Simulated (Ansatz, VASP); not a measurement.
**Two plane-wave programs on Ta4Mo**

```
Ta Mo
1.0
     6.21906    0.00000    0.00000
     0.00000    6.21906    0.00000
     0.00000    0.00000    2.13663
Ta Mo
4 1
Direct
  0.70358 0.00000 0.50000
  0.29642 0.00000 0.50000
  0.00000 0.70358 0.50000
  0.00000 0.29642 0.50000
  0.00000 0.00000 0.50000
```

Alike in both runs: task single point; functional PBE; k mesh 4 × 4 × 8; occupations gaussian, width 0.1 eV; no spin polarisation.

```csv
,VASP,Ansatz
version,VASP 6.6.1,Ansatz 0.2.0
potentials or method,"VASP PAW PBE potentials, release 64 (Ta_pv, Mo_sv), cutoff 520 eV","scalar-relativistic, plane waves, PAW"
valence electrons in the cell,58,66
```

Ansatz gave:

* gap on the k mesh at the Fermi level (eV): none
* rms of the force components (eV/Å): 15.695

**Question.** Estimate VASP's values.

**Answer.** gap on the k mesh at the Fermi level (eV): none; rms of the force components (eV/Å): 16.222.

Atom by atom the forces differ by 0.527 eV/Å (rms over components). A gap of «none» marks a metal or a gap that the smearing closes. VASP's potentials hold 58 valence electrons a cell and Ansatz's 66, so a difference there can come from the potentials and not from the codes.

The k mesh is coarse, so the values compare programs but aren't converged. Spin-orbit coupling is off throughout.
